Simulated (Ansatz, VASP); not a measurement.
# Two plane-wave programs on Al2Cu

```xyz
6
Lattice="2.7704 0.0000 0.0000 -1.3852 2.3992 0.0000 0.0000 0.0000 13.2447" Properties=species:S:1:pos:R:3 pbc="T T T"
Al    0.0000    1.5995    3.3112
Al    0.0000    1.5995    7.7261
Al    1.3852    0.7997    5.5186
Al    1.3852    0.7997    9.9336
Cu    0.0000    1.5995   12.1410
Cu    1.3852    0.7997    1.1037
```

Alike in both runs: task single point; functional PBE; k mesh 6 × 6 × 2; occupations gaussian, width 0.1 eV; no spin polarisation.

```csv
,VASP,Ansatz
version,VASP 6.6.1,Ansatz 0.2.0
potentials or method,"VASP PAW PBE potentials, release 64 (Al, Cu), cutoff 520 eV","scalar-relativistic, plane waves, PAW"
valence electrons in the cell,34,50
```

```tsv
	VASP	Ansatz	Ansatz less VASP
gap on the k mesh at the Fermi level (eV)	none	none	-
pressure (GPa)	1.3	1.3	+0.01
traceless stress, the component that is largest in VASP (GPa)	0.10	0.06	-0.045
rms of the force components (eV/Å)	0.401	0.408	+0.0065
```

Atom by atom the forces differ by 0.007 eV/Å (rms over components). A gap of «none» marks a metal or a gap that the smearing closes. VASP's potentials hold 34 valence electrons a cell and Ansatz's 50, so a difference there can come from the potentials and not from the codes.

The k mesh is coarse, so the values compare programs but aren't converged.
